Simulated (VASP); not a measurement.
Input of a VASP 6.6.1 run:

The input INCAR:

```
PREC     = Accurate       # precision mode
ENCUT    = 520            # plane-wave cutoff, eV
EDIFF    = 1E-6           # SCF threshold, eV
ISMEAR   = 1              # smearing method
SIGMA    = 0.02           # smearing width, eV
LREAL    = False          # projectors in reciprocal space
LASPH    = True           # aspherical terms in the spheres
NELM     = 80             # most SCF steps
ALGO     = Normal         # electronic algorithm
ISIF     = 2              # what is computed and relaxed
LWAVE    = False          # write WAVECAR
LCHARG   = True           # write CHGCAR
GGA      = PS             # functional
LELF     = True           # ELF
LVHAR    = True         
NBANDS   = 20             # bands
```

Contents of KPOINTS:

```
regular mesh
0
Gamma
  8 8 8
```

File POSCAR:

```
SnO2
1.0
    1.6436075151      0.9489372362      4.8793048089
   -1.6436075151      0.9489372362      4.8793048089
    0.0000000000     -1.8978744724      4.8793048089
Sn O
1 2
Direct
    0.5000000000      0.5000000000      0.5000000000
    0.2371700000      0.2371700000      0.2371700000
    0.7628300000      0.7628300000      0.7628300000
```

Potentials or basis: VASP PAW PBE potentials, release 64 (Sn_d, O).

Run with:

```sh
$ cat potpaw_PBE.64/Sn_d/POTCAR potpaw_PBE.64/O/POTCAR > POTCAR
$ mpirun -np 1 vasp_std > vasp.out
```

Problem. Predict the band gap on the k mesh.

Solution. 1.56 eV, indirect (least direct gap 1.65 eV).

Problem. Predict the pressure.

Solution. -10.4 GPa.

Problem. Predict the largest force.

Solution. 0.800 eV/Å.

Stress tensor (GPa, compression positive):
```
-12.10   0.00   0.00
  0.00 -12.10   0.00
  0.00   0.00  -6.93
```

Caveat: the PAW data sets were made with another functional, which shifts forces and pressure a little; spin-orbit coupling is left out, which moves the levels of the heavy elements. A k mesh can miss the band edges.
